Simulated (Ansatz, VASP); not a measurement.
# Two plane-wave programs on SnO2

```xyz
6
Lattice="4.8277 0.0000 0.0000 0.0000 4.8277 0.0000 0.0000 0.0000 3.2380" Properties=species:S:1:pos:R:3 pbc="T T T"
Sn    0.0000    0.0000    0.0000
Sn    2.4138    2.4138    1.6190
O     1.4802    1.4802    0.0000
O     0.9337    3.8940    1.6190
O     3.3475    3.3475    0.0000
O     3.8940    0.9337    1.6190
```

Alike in both runs: functional PBE; k mesh 6 × 6 × 8; occupations gaussian, width 0.02 eV; no spin polarisation.

Ansatz relaxed the structure, and its values are those at the end. VASP's run is a single point on that final structure, the one shown.

```csv
,VASP,Ansatz
version,VASP 6.6.1,Ansatz 0.2.0
potentials or method,"VASP PAW PBE potentials, release 64 (Sn_d, O), cutoff 520 eV","scalar-relativistic, plane waves, PAW"
valence electrons in the cell,52,52
```

Ansatz gave:

| Property | Result |
| --- | --- |
| gap on the k mesh at the Fermi level (eV) | 0.68 |
| least direct gap on the mesh (eV) | 0.68 |
| pressure (GPa) | 0.0 |
| rms of the force components (eV/Å) | 0.002 |

**Question.** Estimate VASP's values.

**Answer.** gap on the k mesh at the Fermi level (eV): 0.67; least direct gap on the mesh (eV): 0.67; pressure (GPa): 0.6; rms of the force components (eV/Å): 0.010.

With one functional, cell and mesh, what is left measures potentials, basis and numerics.
